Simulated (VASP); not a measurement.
Here is a VASP 6.6.1 calculation.

File INCAR:

```
SYSTEM = CuI
PREC     = Accurate       ! precision mode
ENCUT    = 600            ! plane-wave cutoff, eV
EDIFF    = 1E-6           ! SCF threshold, eV
ISMEAR   = 0              ! smearing method
SIGMA    = 0.01           ! smearing width, eV
LREAL    = .False.        ! projectors in reciprocal space
LASPH    = .True.         ! aspherical terms in the spheres
NELM     = 120            ! most SCF steps
ALGO     = Normal         ! electronic algorithm
ISIF     = 2              ! what is computed and relaxed
LWAVE    = .False.        ! write WAVECAR
LCHARG   = .False.        ! write CHGCAR
NBANDS   = 16             ! bands
GGA_COMPAT= .False.
```

The input KPOINTS:

```
Automatic mesh
0
Gamma
  6 6 6
  0 0 0
```

File POSCAR:

```
CuI
1.0
    0.0000000000      2.9000284941      2.9000284941
    2.9000284941      0.0000000000      2.9000284941
    2.9000284941      2.9000284941      0.0000000000
Cu I
1 1
Direct
    0.7500000000      0.7500000000      0.7500000000
    0.0000000000      0.0000000000      0.0000000000
```

Potentials or basis: VASP PAW LDA potentials, release 64 (Cu, I).

Run with:

```console
$ cat potpaw_LDA.64/Cu/POTCAR potpaw_LDA.64/I/POTCAR > POTCAR
$ mpirun -np 1 vasp_std > vasp.out
```

Question: What does it give for the band gap on the k mesh?

Answer: 1.39 eV, direct.

Question: Predict the pressure.

Answer: 2.1 GPa.

Caveat: spin-orbit coupling is left out, which moves the levels of the heavy elements. A hybrid or GW would open this gap; LDA tends to underestimate it.
